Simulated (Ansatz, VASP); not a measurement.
**Two plane-wave programs on PbS**

INCAR

```
SYSTEM = PbS
PREC = Accurate
ENCUT = 520
EDIFF = 1E-7
ISMEAR = 0
SIGMA = 0.03
LREAL = .False.
LASPH = .True.
NELM = 100
ALGO = Normal
ISIF = 2
LWAVE = .False.
LCHARG = .True.
GGA = PE
LELF = .True.
LVHAR = .True.
NBANDS = 17
```

The input KPOINTS:

```
regular mesh
0
Gamma
  10 10 10
  0 0 0
```

POSCAR

```
PbS
1.0
    0.0000000000      2.9650000000      2.9205250000
    2.9650000000      0.0000000000      2.9205250000
    2.9650000000      2.9650000000      0.0000000000
Pb S
1 1
Direct
    0.0000000000      0.0000000000      0.0000000000
    0.5000000000      0.5000000000      0.5000000000
```

Input for Ansatz:

```yaml
crystal:
  lattice:
    - [0.0, 2.965, 2.920525]
    - [2.965, 0.0, 2.920525]
    - [2.965, 2.965, 0.0]
  atoms:
    - { symbol: Pb, position: [0.0, 0.0, 0.0] }
    - { symbol: S, position: [0.5, 0.5, 0.5] }
basis:
  ecutwfc: 420
kpoints:
  mp_grid: { grid: [10, 10, 10] }
hamiltonian:
  xc: pbe
scf:
  occupations: { method: gaussian, width: 0.03 }
output:
  forces: true
  stress: true
  eigenvalues: true
```

Change from the starting cell: strain +0.000 along x and y, -0.015 along z, atoms carried along.

Alike in both runs: task single point; functional PBE; k mesh 10 × 10 × 10; occupations gaussian, width 0.03 eV; no spin polarisation.

|  | VASP | Ansatz |
| --- | --- | --- |
| version | VASP 6.6.1 | Ansatz 0.2.0 |
| potentials or method | VASP PAW PBE potentials, release 64 (Pb_d, S), cutoff 520 eV | scalar-relativistic, plane waves, PAW |
| valence electrons in the cell | 20 | 20 |

|  | VASP | Ansatz | Ansatz less VASP |
| --- | --- | --- | --- |
| gap on the k mesh at the Fermi level (eV) | 0.30 | 0.29 | -0.007 |
| least direct gap on the mesh (eV) | 0.30 | 0.29 | -0.007 |
| pressure (GPa) | 3.2 | 3.3 | +0.07 |
| traceless stress, the component that is largest in VASP (GPa) | 1.45 | 1.45 | -0.001 |

Spin-orbit coupling is off throughout.
